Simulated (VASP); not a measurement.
# VH4N2F2 (C2/m) in VASP: single point with r2SCAN

Aim: the single point of VH4N2F2 with r2SCAN.

All numbers are computed with VASP 6.6.1; they aren't measurements. Logs are shortened: lines on timing, memory, paths and dates and some standing lists are left out, and cuts for length are marked.

**1. The cell of the first run**

The structure is monoclinic, space group C2/m (No. 12). Conventional cell: a = 10.137 Å, b = 3.080 Å, c = 4.779 Å, α = 90.00°, β = 105.71°, γ = 90.00°. Within 2.6 Å of V (site symmetry 2/m) lie 2 F at 1.90 Å and 4 N at 2.02 Å and 8 H at 2.55 to 2.58 Å. Within 2.4 Å of F (site symmetry m) lie 3 H at 1.80 to 2.15 Å and 1 V at 1.90 Å. Within 1.3 Å of N (site symmetry m) lie 2 H at 0.96 to 0.97 Å. H (site symmetry m) has 1 N at 0.97 Å within 1.3 Å. H (site symmetry m) has 1 N at 0.96 Å within 1.3 Å.

**2. Single point, r2SCAN**

The input, POSCAR:

```
VH4N2F2
1.0
    0.0000000000      3.0797603000      0.0000000000
    5.0684668100     -1.5398801500      0.0000000000
    1.2941571900      0.0000000000     -4.6001205100
V F N H
1 2 2 4
Direct
    0.0000000000      0.0000000000      0.0000000000
    0.8812000000      0.7624000000      0.7537000000
    0.1188000000      0.2376000000      0.2463000000
    0.6067000000      0.2134000000      0.7706000000
    0.3933000000      0.7866000000      0.2294000000
    0.6100000000      0.2200000000      0.5660000000
    0.3900000000      0.7800000000      0.4340000000
    0.7010000000      0.4020000000      0.7762000000
    0.2990000000      0.5980000000      0.2238000000
```

The input, INCAR.step1:

```
SYSTEM = VH4N2F2
PREC     = Accurate       ! precision mode
ENCUT    = 520            ! plane-wave cutoff, eV
ISMEAR   = -1             ! smearing method
SIGMA    = 0.1            ! smearing width, eV
LREAL    = .False.        ! projectors in reciprocal space
LASPH    = .True.         ! aspherical terms in the spheres
NELM     = 80             ! most SCF steps
NBANDS   = 30             ! bands
GGA      = PE             ! functional
ALGO     = Normal         ! electronic algorithm
EDIFF    = 1E-4           ! SCF threshold, eV
LWAVE    = .True.         ! write WAVECAR
LCHARG   = .False.        ! write CHGCAR
```

The input, INCAR.step2:

```
SYSTEM = VH4N2F2
PREC     = Accurate       ! precision mode
ENCUT    = 520            ! plane-wave cutoff, eV
EDIFF    = 1E-6           ! SCF threshold, eV
ISMEAR   = -1             ! smearing method
SIGMA    = 0.1            ! smearing width, eV
LREAL    = .False.        ! projectors in reciprocal space
LASPH    = .True.         ! aspherical terms in the spheres
NELM     = 80             ! most SCF steps
ALGO     = Normal         ! electronic algorithm
ISIF     = 2              ! what is computed and relaxed
LWAVE    = .False.        ! write WAVECAR
LCHARG   = .False.        ! write CHGCAR
METAGGA  = R2SCAN         ! meta-GGA
LMIXTAU  = .True.       
NBANDS   = 30             ! bands
ISTART   = 1
```

The input, KPOINTS:

```
regular mesh
0
Gamma
  6 6 4
  0 0 0
```

Potentials or basis: VASP PAW PBE potentials, release 64 (V_sv, F, N, H).

Run with:

```console
$ cat potpaw_PBE.64/V_sv/POTCAR potpaw_PBE.64/F/POTCAR potpaw_PBE.64/N/POTCAR potpaw_PBE.64/H/POTCAR > POTCAR
$ cp INCAR.step1 INCAR
$ mpirun -np 1 vasp_std > vasp.out
$ cp INCAR.step2 INCAR
$ mpirun -np 1 vasp_std > vasp.out
```

OUTCAR:

```text
SYSTEM = VH4N2F2
   PREC = Accurate
   ENCUT = 520
   EDIFF = 1E-6
   ISMEAR = -1
   LREAL = .False.
   LASPH = .True.
   NELM = 80
   ISIF = 2
   METAGGA = R2SCAN
   ISTART = 1

 ion  position               nearest neighbor table
   1  0.000  0.000  0.000-   2 1.90   3 1.90   4 2.02   5 2.02   4 2.02   5 2.02
   2  0.881  0.762  0.754-   1 1.90
   3  0.119  0.238  0.246-   1 1.90
   4  0.607  0.213  0.771-   8 0.96   6 0.97   1 2.02   1 2.02
   5  0.393  0.787  0.229-   9 0.96   7 0.97   1 2.02   1 2.02
   6  0.610  0.220  0.566-   4 0.97
   7  0.390  0.780  0.434-   5 0.97
   8  0.701  0.402  0.776-   4 0.96
   9  0.299  0.598  0.224-   5 0.96

  LATTYP: Found a base centered monoclinic cell.
 ALAT       =    10.1369336200
 B/A-ratio  =     0.3038157707
 C/A-ratio  =     0.4714145186
 COS(beta)  =    -0.2708179667

  Lattice vectors:

 A1 = (  -5.0684668100,  -1.5398801500,   0.0000000000)
 A2 = (  -5.0684668100,   1.5398801500,   0.0000000000)
 A3 = (   1.2941571900,   0.0000000000,  -4.6001205100)

Analysis of symmetry for initial positions (statically):
=====================================================================
 Subroutine PRICEL returns:
 Original cell was already a primitive cell.

 Routine SETGRP: Setting up the symmetry group for a
 base centered monoclinic supercell.

 Subroutine GETGRP returns: Found  4 space group operations
 (whereof  4 operations were pure point group operations)
 out of a pool of  4 trial point group operations.

The static configuration has the point symmetry C_2h.

Analysis of symmetry for dynamics (positions and initial velocities):
=====================================================================
 Subroutine PRICEL returns:
 Original cell was already a primitive cell.

 Routine SETGRP: Setting up the symmetry group for a
 base centered monoclinic supercell.

 Subroutine GETGRP returns: Found  4 space group operations
 (whereof  4 operations were pure point group operations)
 out of a pool of  4 trial point group operations.

The dynamic configuration has the point symmetry C_2h.

 Subroutine INISYM returns: Found  4 space group operations
 (whereof  4 operations are pure point group operations),
 and found     1 'primitive' translations

----------------------------------------------------------------------------------------

                                     Primitive cell

  volume of cell :      71.8063

  direct lattice vectors                    reciprocal lattice vectors
     0.000000000  3.079760300  0.000000000     0.098649161  0.324700594  0.027753082
     5.068466810 -1.539880150  0.000000000     0.197298323  0.000000000  0.055506164
     1.294157190  0.000000000 -4.600120510     0.000000000  0.000000000 -0.217385609

  length of vectors
     3.079760300  5.297224432  4.778697682     0.340488424  0.204957465  0.217385609

  position of ions in fractional coordinates (direct lattice)
     0.000000000  0.000000000  0.000000000
     0.881200000  0.762400000  0.753700000
     0.118800000  0.237600000  0.246300000
     0.606700000  0.213400000  0.770600000
     0.393300000  0.786600000  0.229400000
     0.610000000  0.220000000  0.566000000
     0.390000000  0.780000000  0.434000000
     0.701000000  0.402000000  0.776200000
     0.299000000  0.598000000  0.223800000

  ion indices of the primitive-cell ions
   primitive index   ion index
                 1           1
                 2           2
                 3           3
                 4           4
                 5           5
                 6           6
                 7           7
                 8           8
                 9           9

----------------------------------------------------------------------------------------

 KPOINTS: regular mesh

Automatic generation of k-mesh.
 Grid dimensions read from file:
 generate k-points for:    6    6    4

 Generating k-lattice:

  Cartesian coordinates                     Fractional coordinates (reciprocal lattice)
     0.016441527  0.054116766  0.004625514     0.166666667 -0.000000000 -0.000000000
     0.032883054  0.000000000  0.009251027     0.000000000  0.166666667 -0.000000000
     0.000000000  0.000000000 -0.054346402     0.000000000  0.000000000  0.250000000

  Length of vectors
     0.056748071  0.034159577  0.054346402

  Shift w.r.t. Gamma in fractional coordinates (k-lattice)
     0.000000000  0.000000000  0.000000000

 Subroutine IBZKPT returns following result:
 ===========================================

 Found     47 irreducible k-points:

 Following reciprocal coordinates:
            Coordinates               Weight
  0.000000  0.000000  0.000000      1.000000
  0.166667 -0.000000  0.000000      4.000000
  0.333333 -0.000000  0.000000      4.000000
  0.500000 -0.000000  0.000000      2.000000
  0.000000  0.166667  0.000000      2.000000
  0.166667  0.166667  0.000000      4.000000
[... 16 lines left out ...]
  0.500000  0.166667  0.250000      4.000000
 -0.333333  0.166667  0.250000      4.000000
 [... further k-points ...]
   k-points           NKPTS =     47   k-points in BZ     NKDIM =     47   number of bands    NBANDS=     30
   number of dos      NEDOS =    301   number of ions     NIONS =      9
   total plane-waves  NPLWV =  34560
   dimension x,y,z NGX =    24 NGY =   40 NGZ =   36
   dimension x,y,z NGXF=    48 NGYF=   80 NGZF=   72
   ions per type =               1   2   2   4
   NGX,Y,Z   is equivalent  to a cutoff of  12.96, 12.55, 12.52 a.u.
   NGXF,Y,Z  is equivalent  to a cutoff of  25.91, 25.11, 25.05 a.u.
 SYSTEM =  VH4N2F2
   PREC   = accura    normal or accurate (medium, high low for compatibility)
   ISTART =      1    job   : 0-new  1-cont  2-samecut
   ICHARG =      0    charge: 1-file 2-atom 10-const
   ISPIN  =      1    spin polarized calculation?
   LNONCOLLINEAR =      F non collinear calculations
   LSORBIT =      F    spin-orbit coupling
   LASPH  =      T    aspherical Exc in radial PAW
   ENCUT  =  520.0 eV  38.22 Ry    6.18 a.u.   5.73  9.85  8.89*2*pi/ulx,y,z
   NELM   =     80;   NELMIN=  2; NELMDL=  0     # of ELM steps
   EDIFF  = 0.1E-05   stopping-criterion for ELM
   LREAL  =      F    real-space projection
   EDIFFG = 0.1E-04   stopping-criterion for IOM
   NSW    =      0    number of steps for IOM
   IBRION =     -1    ionic relax: 0-MD 1-quasi-New 2-CG
   NFREE  =      0    steps in history (QN), initial steepest desc. (CG)
   ISIF   =      2    stress and relaxation
   ISYM   =      2    0-nonsym 1-usesym 2-fastsym
   POTIM  = 0.5000    time-step for ionic-motion
   TEBEG  =    0.0;   TEEND  =   0.0 temperature during run
   PSTRESS=    0.0 pullay stress
   NELECT =      41.0000    total number of electrons
   NUPDOWN=      -1.0000    fix difference up-down
   EMIN   =  10.00;   EMAX   =-10.00  energy-range for DOS
   EFERMI =   0.00;   METHOD = LEGACY
   ISMEAR =    -1;   SIGMA  =   0.10  broadening in eV -4-tet -1-fermi 0-gaus
   EFERMI_NEDOS =   21; number of points for ismear=-14 and -15
   IALGO  =     38    algorithm
   IMIX   =      4    mixing-type and parameters
     AMIX     =   0.40;   BMIX     =  1.00
     AMIX_MAG =   1.60;   BMIX_MAG =  1.00
  volume/ion in A,a.u.               =       7.98        53.84
  Fermi-wavevector in a.u.,A,eV,Ry     =   1.358153  2.566536 25.097010  1.844578
  Thomas-Fermi vector in A             =   2.485010
   LORBIT       =      0    0 simple, 1 ext, 2 COOP (PROOUT), +10 PAW based schemes
   METAGGA = R2SCAN    functional components
   LHFCALC =     F    Hartree Fock is set to
   AEXX    =    0.0000 exact exchange contribution
   IVDW    =     0    specifies the selected vdW correction
   LEPSILON=     F    determine dielectric tensor
   LRPA    =     F    only Hartree local field effects (RPA)
 non-spin polarized calculation
  energy-cutoff  :      520.00
  volume of cell :       71.81
 maximum number of plane-waves:      1948
   NGX = 11   NGY = 19   NGZ = 17

 number of electron      40.9999997 magnetization

 Free energy of the ion-electron system (eV)
  ---------------------------------------------------
  ext. energy  EPLUGINS =         0.00000000
  ---------------------------------------------------
  free energy    TOTEN  =       -62.60797581 eV

  energy without entropy =      -62.46565996  energy(sigma->0) =      -62.53681788

 E-fermi :   2.5055     XC(G=0): -10.4339

 val. band max:        2.4982284447   @ k =   0.5000   0.1667   0.2500
 cond. band min:       2.5233384629   @ k =   0.3333   0.5000   0.2500
 fundamental gap:      0.0251100183
 Fermi energy:         2.5055062228

 k-point     1 :       0.0000    0.0000    0.0000
  band No.  band energies     occupation
      1     -66.1610      2.00000
      2     -38.9936      2.00000
      3     -38.7779      2.00000
      4     -38.6475      2.00000
      5     -22.7420      2.00000
      6     -22.3178      2.00000
[... 22 lines left out ...]
     29      12.9942      0.00000
     30      14.1726      0.00000

 k-point     2 :       0.1667   -0.0000    0.0000
  band No.  band energies     occupation
      1     -66.1580      2.00000
      2     -38.9908      2.00000
      3     -38.7713      2.00000
      4     -38.6855      2.00000
      5     -22.7032      2.00000
      6     -22.3004      2.00000
[... 22 lines left out ...]
     29      13.8525      0.00000
     30      14.1836      0.00000

 k-point     3 :       0.3333   -0.0000    0.0000
  band No.  band energies     occupation
      1     -66.1521      2.00000
      2     -38.9851      2.00000
      3     -38.7608      2.00000
      4     -38.7580      2.00000
      5     -22.6243      2.00000
      6     -22.2661      2.00000
[... 682 lines left out ...]
     29      13.7171      0.00000
     30      14.0719      0.00000

 k-point    24 :      -0.3333    0.1667    0.2500
  band No.  band energies     occupation
      1     -66.1521      2.00000
      2     -38.9854      2.00000
      3     -38.7608      2.00000
      4     -38.7580      2.00000
      5     -22.5957      2.00000
      6     -22.2932      2.00000
[... 22 lines left out ...]
     29      13.5992      0.00000
     30      13.8627      0.00000

 [... further k-points ...]

------------------------ aborting loop because EDIFF is reached ----------------------------------------

  FORCE on cell =-STRESS in cart. coord.  units (eV):
  Direction    XX          YY          ZZ          XY          YZ          ZX
  --------------------------------------------------------------------------------------
  -------------------------------------------------------------------------------------
  Total        5.7174712     -2.5615200      5.4117702      0.0000000      0.0000000      1.6331073
  in kB      127.5709635    -57.1538641    120.7500149      0.0000000      0.0000000     36.4386734
  external PRESSURE =      63.7223715 kB  Pullay stress =       0.0000000 kB

 VOLUME and BASIS-vectors are now :
 -----------------------------------------------------------------------------
  energy-cutoff  :      520.00
  volume of cell :       71.81
      direct lattice vectors                 reciprocal lattice vectors
     0.000000000  3.079760300  0.000000000     0.098649161  0.324700594  0.027753082
     5.068466810 -1.539880150  0.000000000     0.197298323  0.000000000  0.055506164
     1.294157190  0.000000000 -4.600120510     0.000000000  0.000000000 -0.217385609

 POSITION                                       TOTAL-FORCE (eV/Angst)
 -----------------------------------------------------------------------------------
      0.00000      0.00000      0.00000        -0.000000      0.000000      0.000000
      4.83961      1.53988     -3.46711         1.218348      0.000000     -0.945701
      1.52302      0.00000     -1.13301        -1.218348      0.000000      0.945701
      2.07889      1.53988     -3.54485        -1.577321      0.000000     -1.443920
      4.28374     -0.00000     -1.05527         1.577321      0.000000      1.443920
      1.84756      1.53988     -2.60367        -0.940007     -0.000000      2.418437
      4.51507      0.00000     -1.99645         0.940007      0.000000     -2.418437
      3.04205      1.53988     -3.57061         2.995514     -0.000000     -0.366277
      3.32058      0.00000     -1.02951        -2.995514      0.000000      0.366277
 -----------------------------------------------------------------------------------
    total drift:                               -0.000000     -0.000000      0.000000

  FREE ENERGIE OF THE ION-ELECTRON SYSTEM (eV)
  ---------------------------------------------------
  free  energy   TOTEN  =       -62.6079758129 eV

  energy  without entropy=      -62.4656599551  energy(sigma->0) =      -62.53681788
```

Wall time 2.3 min (1 thread of Intel Xeon 6975P-C (Granite Rapids), shared host); peak memory 0.25 GiB.

Results:

| Item | Value |
| --- | --- |
| Free energy | -62.6080 eV |
| Pressure | 6.4 GPa |
| Largest force | 3.018 eV/Å |
| Band gap on the k mesh | zero (an odd number of electrons rules out a gap without spin polarisation) |

Forces in eV/Å, atoms in the order of the input:
```
V    0.000  0.000  0.000
F    1.218  0.000 -0.946
F   -1.218  0.000  0.946
N   -1.577  0.000 -1.444
N    1.577  0.000  1.444
H   -0.940  0.000  2.418
H    0.940  0.000 -2.418
H    2.996  0.000 -0.366
H   -2.996  0.000  0.366
```

Caveat: the cell stands under pressure; the PAW data sets were made with another functional, which shifts forces and pressure a little; an odd number of electrons without spin polarisation forces a metal; a magnetic or distorted state may lie lower; the run has no spin polarisation, though such a crystal can be magnetic. With open d or f shells a metallic result of r2SCAN can be an artefact of self-interaction; +U or a hybrid may open a gap.
